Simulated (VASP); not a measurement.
Input of a VASP 6.6.1 run:

The input POSCAR:

```
CaO
1.0
    0.0000000000      2.3975473891      2.3975473891
    2.3975473891      0.0000000000      2.3975473891
    2.3975473891      2.3975473891      0.0000000000
Ca O
1 1
Direct
    0.0000000000      0.0000000000      0.0000000000
    0.5000000000      0.5000000000      0.5000000000
```

Contents of INCAR.step1:

```
  PREC = Accurate
  ENCUT = 500
  EDIFF = 1E-8
  ISMEAR = 0
  SIGMA = 0.01
  LREAL = False
  LASPH = True
  NELM = 100
  ALGO = Normal
  LWAVE = True
  LCHARG = False
  GGA = PE
```

The input INCAR.step2:

```
  PREC = Accurate
  ENCUT = 500
  EDIFF = 1E-8
  ISMEAR = 0
  SIGMA = 0.01
  LREAL = False
  LASPH = True
  NELM = 1
  ALGO = Exact
  LWAVE = True
  LCHARG = False
  GGA = PE
  NBANDS = 111
  LOPTICS = True
  ISTART = 1
```

The input INCAR.step3:

```
  PREC = Accurate
  ENCUT = 500
  EDIFF = 1E-8
  ISMEAR = 0
  SIGMA = 0.01
  LREAL = False
  LASPH = True
  ALGO = EVGW0
  LWAVE = False
  LCHARG = False
  GGA = PE
  NELMGW = 1
  NBANDS = 111
  ENCUTGW = 140.0
  NOMEGA = 96
  PRECFOCK = Fast
  ISTART = 1
  NBANDSGW = 16
  OMEGAMAX = 30
```

KPOINTS

```
Automatic mesh
0
Gamma
  4 4 4
```

Potentials or basis: VASP PAW PBE potentials, release 64 (Ca_sv_GW, O_GW).

Launch:

```bash
$ cat potpaw_PBE.64/Ca_sv_GW/POTCAR potpaw_PBE.64/O_GW/POTCAR > POTCAR
$ cp INCAR.step1 INCAR
$ mpirun -np 1 vasp_std > vasp.out
$ cp INCAR.step2 INCAR
$ mpirun -np 1 vasp_std > vasp.out
$ cp INCAR.step3 INCAR
$ mpirun -np 1 vasp_std > vasp.out
```

(1) Predict the quasiparticle gap.

(2) Predict the least direct quasiparticle gap.

(3) Estimate the band gap of the starting levels on the mesh.

(4) What does it give for the least direct gap of the starting levels on the mesh?

Answers

(1) 5.81 eV.

(2) 6.27 eV.

(3) 3.65 eV.

(4) 4.03 eV.

Caveat: the k points lie up to 0.57 Å⁻¹ apart; bands, screening cutoff and mesh are small and nothing is extrapolated, so the quasiparticle values aren't converged.
